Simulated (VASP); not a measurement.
Set up this calculation in VASP 6.6.1, as the native input.

```yaml
Task: single point
Functional: LDA
Potentials_or_basis: VASP PAW LDA potentials, release 64 (Ga_d, Sb)
Cutoff: 520 eV
k_mesh: 16 × 16 × 16
Occupations: gaussian, width 0.15 eV
Spin: no spin polarisation
Dipole_correction: no
Further_INCAR_settings: ALGO = Normal; EDIFF = 1e-07; NBANDS = 16
```

The structure of GaSb lies in POSCAR:

```
GaSb
1.0
   -2.6454500000      2.6454500000      1.5386446001
    2.6454500000     -2.6454500000      1.5386446001
    2.6454500000      2.6454500000     -1.5386446001
Ga Sb
1 1
Direct
    0.2500000000      0.7500000000      0.5000000000
    0.0000000000      0.0000000000      0.0000000000
```

The input as run:

INCAR

```
  PREC = Accurate
  ENCUT = 520
  EDIFF = 1E-7
  ISMEAR = 0
  SIGMA = 0.15
  LREAL = F
  LASPH = T
  NELM = 100
  ALGO = Normal
  ISIF = 2
  LWAVE = F
  LCHARG = F
  NBANDS = 16
```

KPOINTS

```
Automatic mesh
0
Gamma
  16 16 16
```

Potentials or basis: VASP PAW LDA potentials, release 64 (Ga_d, Sb).

Command:

```sh
$ cat potpaw_LDA.64/Ga_d/POTCAR potpaw_LDA.64/Sb/POTCAR > POTCAR
$ mpirun -np 1 vasp_std > vasp.out
```

Results of the run:

| Property | Result |
| --- | --- |
| Pressure | 2.7 GPa |
| Band gap on the k mesh | zero (bands 9 and 10 overlap by 5.47 eV) |

Caveat: spin-orbit coupling is left out, which moves the levels of the heavy elements.

It took 95 s on 1 thread of AMD EPYC 9R45 96-Core Processor (Zen 5), with other jobs on the host, peak memory 0.32 GiB.
